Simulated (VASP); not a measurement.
Crystal: As.

```xyz
1
Lattice="0.0000 2.2100 2.2100 2.2100 0.0000 2.2100 2.2100 2.2100 0.0000" Properties=species:S:1:pos:R:3 pbc="T T T"
As    0.0000    0.0000    0.0000
```

This isn't the form of As at room conditions, which is rhombohedral.

- Program: VASP 6.6.1
- Task: relaxation of cell and atoms
- Functional: PBEsol
- Potentials or basis: VASP PAW PBE potentials, release 64 (As)
- Cutoff: 500 eV
- k mesh: 9 × 9 × 9
- Occupations: fermi-dirac, width 0.1 eV
- Spin: no spin polarisation

At the start: pressure -10.1 GPa; volume 21.59 Å³/atom.

**Question.** How do energy, volume and symmetry change on relaxing?

**Answer.** Over 3 steps the energy falls by 111.3 meV/atom and the volume is 18.49 Å³/atom (-14.4 %); space group Fm-3m (No. 225, to 0.1 Å) before and after.

The path:
| step | energy change (eV) | largest force (eV/Å) | pressure (GPa) | volume (Å³) |
| --- | --- | --- | --- | --- |
| 1 | 0.0000 | 0.0000 | -10.07 | 21.59 |
| 2 | -0.0987 | 0.0000 | 4.82 | 17.62 |
| 3 | -0.1113 | 0.0000 | 0.02 | 18.49 |

Final structure:
```
CELL_PARAMETERS angstrom
0.00000 2.09870 2.09870
2.09870 0.00000 2.09870
2.09870 2.09870 0.00000
ATOMIC_POSITIONS crystal
As 0.00000 0.00000 0.00000
```

Caveat: the PAW data sets were made with another functional, which shifts forces and pressure a little.
